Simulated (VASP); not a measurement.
# W16C in VASP: single point with PBE

Aim: the single point of W16C with PBE.

Everything below comes from runs of VASP 6.6.1. Logs are shortened: lines on timing, memory, paths and dates and some standing lists are left out, and cuts for length are marked.

## Step 1: The cell of the first run

The cell holds a slab with vacuum, 17 atoms: a = 6.367 Å, b = 6.367 Å, c = 20.143 Å, α = 90.00°, β = 90.00°, γ = 90.00°.

## Step 2: Single point, PBE

INCAR reads:

```
PREC = Accurate
ENCUT = 520
EDIFF = 1E-7
ISMEAR = 0
SIGMA = 0.1
LREAL = Auto
LASPH = True
NELM = 80
ALGO = Normal
ISIF = 2
LWAVE = False
LCHARG = True
LDIPOL = True
IDIPOL = 3
DIPOL = 0.5 0.5 0.326
GGA = PE
LELF = True
LVHAR = True
LVACPOTAV = True
NBANDS = 128
```

KPOINTS reads:

```
regular mesh
0
Gamma
  4 4 1
```

POSCAR reads:

```
W16C
1.0
    6.3673983413      0.0000000000      0.0000000000
    0.0000000000      6.3673983413      0.0000000000
    0.0000000000      0.0000000000     20.1425775435
W C
16 1
Direct
    0.2500000000      0.2500000000      0.1985843168
    0.2500000000      0.7500000000      0.1985843168
    0.7500000000      0.2500000000      0.1985843168
    0.7500000000      0.7500000000      0.1985843168
    0.0000000000      0.0000000000      0.2776134074
    0.0000000000      0.5000000000      0.2776134074
    0.5000000000      0.0000000000      0.2776134074
    0.5000000000      0.5000000000      0.2776134074
    0.2500000000      0.2500000000      0.3599451791
    0.2500000000      0.7500000000      0.3599451791
    0.7500000000      0.2500000000      0.3599451791
    0.7500000000      0.7500000000      0.3599451791
    0.0000000000      0.0000000000      0.4290700892
    0.0000000000      0.5000000000      0.4290700892
    0.5000000000      0.0000000000      0.4290700892
    0.5000000000      0.5000000000      0.4290700892
    0.0000000000      0.2500000000      0.4873766870
```

Potentials or basis: VASP PAW PBE potentials, release 64 (W_sv, C).

Command:

```console
$ cat potpaw_PBE.64/W_sv/POTCAR potpaw_PBE.64/C/POTCAR > POTCAR
$ mpirun -np 1 vasp_std > vasp.out
```

OUTCAR:

```text
PREC = Accurate
   ENCUT = 520
   EDIFF = 1E-7
   ISMEAR = 0
   LREAL = Auto
   LASPH = True
   NELM = 80
   ISIF = 2
   GGA = PE

 ion  position               nearest neighbor table
   1  0.250  0.250  0.199-   5 2.76   6 2.76   7 2.76   8 2.76   2 3.18   3 3.18   2 3.18   3 3.18
                             9 3.25
   2  0.250  0.750  0.199-   5 2.76   6 2.76   7 2.76   8 2.76   1 3.18   4 3.18   1 3.18   4 3.18
                            10 3.25
   3  0.750  0.250  0.199-   5 2.76   6 2.76   7 2.76   8 2.76   1 3.18   4 3.18   4 3.18   1 3.18
                            11 3.25
   4  0.750  0.750  0.199-   5 2.76   6 2.76   7 2.76   8 2.76   2 3.18   3 3.18   3 3.18   2 3.18
                            12 3.25
   5  0.000  0.000  0.278-   1 2.76   2 2.76   3 2.76   4 2.76   9 2.80  10 2.80  11 2.80  12 2.80
                            13 3.05   7 3.18   6 3.18   6 3.18   7 3.18
   6  0.000  0.500  0.278-   1 2.76   2 2.76   3 2.76   4 2.76   9 2.80  10 2.80  11 2.80  12 2.80
                            14 3.05   8 3.18   5 3.18   5 3.18   8 3.18
   7  0.500  0.000  0.278-   1 2.76   2 2.76   3 2.76   4 2.76   9 2.80  10 2.80  11 2.80  12 2.80
                            15 3.05   8 3.18   5 3.18   8 3.18   5 3.18
   8  0.500  0.500  0.278-   1 2.76   2 2.76   3 2.76   4 2.76   9 2.80  10 2.80  11 2.80  12 2.80
                            16 3.05   7 3.18   6 3.18   7 3.18   6 3.18
   9  0.250  0.250  0.360-  13 2.65  14 2.65  15 2.65  16 2.65   5 2.80   6 2.80   7 2.80   8 2.80
                            10 3.18  11 3.18  10 3.18  11 3.18   1 3.25
  10  0.250  0.750  0.360-  13 2.65  14 2.65  15 2.65  16 2.65   5 2.80   6 2.80   7 2.80   8 2.80
                             9 3.18  12 3.18   9 3.18  12 3.18   2 3.25
  11  0.750  0.250  0.360-  13 2.65  14 2.65  15 2.65  16 2.65   5 2.80   6 2.80   7 2.80   8 2.80
                             9 3.18  12 3.18  12 3.18   9 3.18   3 3.25
  12  0.750  0.750  0.360-  13 2.65  14 2.65  15 2.65  16 2.65   5 2.80   6 2.80   7 2.80   8 2.80
                            10 3.18  11 3.18  11 3.18  10 3.18   4 3.25
  13  0.000  0.000  0.429-  17 1.98  10 2.65  11 2.65  12 2.65   9 2.65   5 3.05  15 3.18  14 3.18
                            14 3.18  15 3.18
  14  0.000  0.500  0.429-  17 1.98  10 2.65  11 2.65  12 2.65   9 2.65   6 3.05  16 3.18  13 3.18
                            13 3.18  16 3.18
  15  0.500  0.000  0.429-   9 2.65  10 2.65  11 2.65  12 2.65   7 3.05  13 3.18  16 3.18  16 3.18
                            13 3.18
  16  0.500  0.500  0.429-   9 2.65  10 2.65  11 2.65  12 2.65   8 3.05  14 3.18  15 3.18  15 3.18
                            14 3.18
  17  0.000  0.250  0.487-  13 1.98  14 1.98

  LATTYP: Found a simple tetragonal cell.
 ALAT       =     6.3673983413
 C/A-ratio  =     3.1633920895

  Lattice vectors:

 A1 = (   6.3673983413,   0.0000000000,   0.0000000000)
 A2 = (   0.0000000000,   6.3673983413,   0.0000000000)
 A3 = (   0.0000000000,   0.0000000000,  20.1425775435)

Analysis of symmetry for initial positions (statically):
=====================================================================
 Subroutine PRICEL returns:
 Original cell was already a primitive cell.

 Routine SETGRP: Setting up the symmetry group for a
 simple tetragonal supercell.

 Subroutine GETGRP returns: Found  4 space group operations
 (whereof  2 operations were pure point group operations)
 out of a pool of 16 trial point group operations.

The static configuration has the point symmetry C_1h.
 The point group associated with its full space group is C_2v.

Analysis of symmetry for dynamics (positions and initial velocities):
=====================================================================
 Subroutine PRICEL returns:
 Original cell was already a primitive cell.

 Routine SETGRP: Setting up the symmetry group for a
 simple tetragonal supercell.

 Subroutine GETGRP returns: Found  4 space group operations
 (whereof  2 operations were pure point group operations)
 out of a pool of 16 trial point group operations.

The dynamic configuration has the point symmetry C_1h.
 The point group associated with its full space group is C_2v.

 Subroutine INISYM returns: Found  4 space group operations
 (whereof  2 operations are pure point group operations),
 and found     1 'primitive' translations

----------------------------------------------------------------------------------------

                                     Primitive cell

  volume of cell :     816.6559

  direct lattice vectors                    reciprocal lattice vectors
     6.367398341  0.000000000  0.000000000     0.157050014  0.000000000  0.000000000
     0.000000000  6.367398341  0.000000000     0.000000000  0.157050014  0.000000000
     0.000000000  0.000000000 20.142577543     0.000000000  0.000000000  0.049646079
[... 62 lines left out ...]
     0.000000000  0.000000000  0.000000000

 Subroutine IBZKPT returns following result:
 ===========================================

 Found      9 irreducible k-points:

 Following reciprocal coordinates:
            Coordinates               Weight
  0.000000  0.000000  0.000000      1.000000
  0.250000  0.000000  0.000000      2.000000
  0.000000  0.250000  0.000000      2.000000
  0.500000  0.000000  0.000000      1.000000
  0.000000  0.500000  0.000000      1.000000
  0.250000  0.250000  0.000000      4.000000
  0.500000  0.250000  0.000000      2.000000
 -0.250000  0.500000  0.000000      2.000000
  0.500000  0.500000  0.000000      1.000000
   k-points           NKPTS =      9   k-points in BZ     NKDIM =      9   number of bands    NBANDS=    128
   number of dos      NEDOS =    301   number of ions     NIONS =     17
   total plane-waves  NPLWV = 345600
   dimension x,y,z NGX =    48 NGY =   48 NGZ =  150
   dimension x,y,z NGXF=    96 NGYF=   96 NGZF=  300
   ions per type =              16   1
   NGX,Y,Z   is equivalent  to a cutoff of  12.53, 12.53, 12.38 a.u.
   NGXF,Y,Z  is equivalent  to a cutoff of  25.06, 25.06, 24.76 a.u.
 SYSTEM =  unknown system
   PREC   = accura    normal or accurate (medium, high low for compatibility)
   ISTART =      0    job   : 0-new  1-cont  2-samecut
   ICHARG =      2    charge: 1-file 2-atom 10-const
   ISPIN  =      1    spin polarized calculation?
   LNONCOLLINEAR =      F non collinear calculations
   LSORBIT =      F    spin-orbit coupling
   LASPH  =      T    aspherical Exc in radial PAW
   ENCUT  =  520.0 eV  38.22 Ry    6.18 a.u.  11.84 11.84 37.45*2*pi/ulx,y,z
   NELM   =     80;   NELMIN=  2; NELMDL= -5     # of ELM steps
   EDIFF  = 0.1E-06   stopping-criterion for ELM
   LREAL  =      T    real-space projection
   EDIFFG = 0.1E-05   stopping-criterion for IOM
   NSW    =      0    number of steps for IOM
   IBRION =     -1    ionic relax: 0-MD 1-quasi-New 2-CG
   NFREE  =      0    steps in history (QN), initial steepest desc. (CG)
   ISIF   =      2    stress and relaxation
   ISYM   =      2    0-nonsym 1-usesym 2-fastsym
   POTIM  = 0.5000    time-step for ionic-motion
   TEBEG  =    0.0;   TEEND  =   0.0 temperature during run
   PSTRESS=    0.0 pullay stress
   NELECT =     228.0000    total number of electrons
   NUPDOWN=      -1.0000    fix difference up-down
   EMIN   =  10.00;   EMAX   =-10.00  energy-range for DOS
   EFERMI =   0.00;   METHOD = LEGACY
   ISMEAR =     0;   SIGMA  =   0.10  broadening in eV -4-tet -1-fermi 0-gaus
   EFERMI_NEDOS =   21; number of points for ismear=-14 and -15
   IALGO  =     38    algorithm
   IMIX   =      4    mixing-type and parameters
     AMIX     =   0.40;   BMIX     =  1.00
     AMIX_MAG =   1.60;   BMIX_MAG =  1.00
  volume/ion in A,a.u.               =      48.04       324.18
  Fermi-wavevector in a.u.,A,eV,Ry     =   1.069974  2.021959 15.576567  1.144845
  Thomas-Fermi vector in A             =   2.205670
   LORBIT       =      0    0 simple, 1 ext, 2 COOP (PROOUT), +10 PAW based schemes
   GGA     = PE    functional components
   LHFCALC =     F    Hartree Fock is set to
   AEXX    =    0.0000 exact exchange contribution
   IVDW    =     0    specifies the selected vdW correction
   LEPSILON=     F    determine dielectric tensor
   LRPA    =     F    only Hartree local field effects (RPA)
 non-spin polarized calculation
 Gauss-broadening in eV      SIGMA  =   0.10
  energy-cutoff  :      520.00
  volume of cell :      816.66
 maximum number of plane-waves:     22040
   NGX = 23   NGY = 23   NGZ = 75

 dipolmoment           0.000000      0.000000     -0.036789 electrons x Angstroem

 number of electron     227.9999966 magnetization

 dipolmoment           0.000000      0.000000      0.110065 electrons x Angstroem

 Free energy of the ion-electron system (eV)
  ---------------------------------------------------
  ext. energy  EPLUGINS =         0.00000000
  ---------------------------------------------------
  free energy    TOTEN  =      -194.43093541 eV

  energy without entropy =     -194.34689254  energy(sigma->0) =     -194.38891397

 E-fermi :   0.6378     XC(G=0):  -5.5125

 val. band max:        0.6345149587   @ k =   0.2500   0.0000   0.0000
 cond. band min:       0.6968469973   @ k =   0.5000   0.2500   0.0000
 fundamental gap:      0.0623320386
 Fermi energy:         0.6378106485

 k-point     1 :       0.0000    0.0000    0.0000
  band No.  band energies     occupation
      1     -73.2554      2.00000
      2     -73.1983      2.00000
      3     -73.1899      2.00000
      4     -73.1855      2.00000
      5     -73.1811      2.00000
      6     -73.1718      2.00000
[... 1150 lines left out ...]
    125       1.9322      0.00000
    126       2.0581      0.00000
 [bands above 126 left out]

------------------------ aborting loop because EDIFF is reached ----------------------------------------

  FORCE on cell =-STRESS in cart. coord.  units (eV):
  Direction    XX          YY          ZZ          XY          YZ          ZX
  --------------------------------------------------------------------------------------
  -------------------------------------------------------------------------------------
  Total      -19.0011138    -21.2561731     -9.9259194      0.0000000      0.0000000      0.0000000
  in kB      -37.2778244    -41.7019705    -19.4734205      0.0000000      0.0000000      0.0000000
  external PRESSURE =     -32.8177384 kB  Pullay stress =       0.0000000 kB

 VOLUME and BASIS-vectors are now :
 -----------------------------------------------------------------------------
  energy-cutoff  :      520.00
  volume of cell :      816.66
      direct lattice vectors                 reciprocal lattice vectors
     6.367398341  0.000000000  0.000000000     0.157050014  0.000000000  0.000000000
     0.000000000  6.367398341  0.000000000     0.000000000  0.157050014  0.000000000
     0.000000000  0.000000000 20.142577543     0.000000000  0.000000000  0.049646079

 POSITION                                       TOTAL-FORCE (eV/Angst)
 -----------------------------------------------------------------------------------
      1.59185      1.59185      4.00000         0.081377     -0.000000      2.126256
      1.59185      4.77555      4.00000        -0.056728     -0.000000      2.108891
      4.77555      1.59185      4.00000        -0.081377     -0.000000      2.126256
      4.77555      4.77555      4.00000         0.056728     -0.000000      2.108891
      0.00000      0.00000      5.59185         0.000000      0.042576     -2.241617
      0.00000      3.18370      5.59185         0.000000     -0.042576     -2.241617
[... 9 lines left out ...]
      3.18370      3.18370      8.64258         0.000000     -0.020698     -0.180650
      0.00000      1.59185      9.81702         0.000000     -0.000000      0.068793
 -----------------------------------------------------------------------------------
    total drift:                                0.000000      0.000000      0.008381

  FREE ENERGIE OF THE ION-ELECTRON SYSTEM (eV)
  ---------------------------------------------------
  free  energy   TOTEN  =      -194.4309354065 eV

  energy  without entropy=     -194.3468925384  energy(sigma->0) =     -194.38891397

 vacuum level on the upper side and lower side of the slab         5.299         4.808
```

Wall time 36 min (1 thread of Intel Xeon 6975P-C (Granite Rapids), shared host); peak memory 1 GiB.

Results:

| Property | Result |
| --- | --- |
| Free energy | -194.4309 eV |
| Largest force | 2.242 eV/Å |
| Band gap on the k mesh | zero (bands 114 and 115 overlap by 0.35 eV) |

Forces on the atoms (eV/Å):
```
W    0.081  0.000  2.126
W   -0.057  0.000  2.109
W   -0.081  0.000  2.126
W    0.057  0.000  2.109
W    0.000  0.043 -2.242
W    0.000 -0.043 -2.242
W    0.000  0.009 -2.125
W    0.000 -0.009 -2.125
W    1.058  0.000 -0.617
W    1.100  0.000 -0.418
W   -1.058  0.000 -0.617
W   -1.100  0.000 -0.418
W    0.000  1.203  1.312
W    0.000 -1.203  1.312
W    0.000  0.021 -0.181
W    0.000 -0.021 -0.181
C    0.000  0.000  0.069
```

Caveat: spin-orbit coupling is left out, which moves the levels of the heavy elements.
